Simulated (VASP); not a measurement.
# Ag: single point with LDA

Ag:

```xyz
1
Lattice="-1.6445 1.6445 1.6445 1.6445 -1.6445 1.6445 1.6445 1.6445 -1.6445" Properties=species:S:1:pos:R:3 pbc="T T T"
Ag    0.0000    0.0000    0.0000
```

- Program: VASP 6.6.1
- Task: single point
- Functional: LDA
- Potentials or basis: VASP PAW LDA potentials, release 64 (Ag)
- Cutoff: 520 eV
- k mesh: 11 × 11 × 11
- Occupations: fermi-dirac, width 0.05 eV
- Spin: no spin polarisation
- Dipole correction: no
- Further INCAR settings: ALGO = Normal; EDIFF = 1e-07; NBANDS = 12

| Property | Result |
| --- | --- |
| Pressure | -9.9 GPa |

Levels at points of the mesh, in eV from the Fermi level:
```csv
k point,band 3,band 4,band 5,band 6,band 7,band 8,band 9,band 10
"(0.00, 0.00, 0.00)",-4.71,-4.71,-3.43,-3.43,17.85,17.85,17.85,23.33
```

It took 7.8 s on 1 thread of Intel(R) Xeon(R) Platinum 8259CL CPU @ 2.50GHz (Skylake/Cascade Lake), with other jobs on the host, peak memory 0.13 GiB.
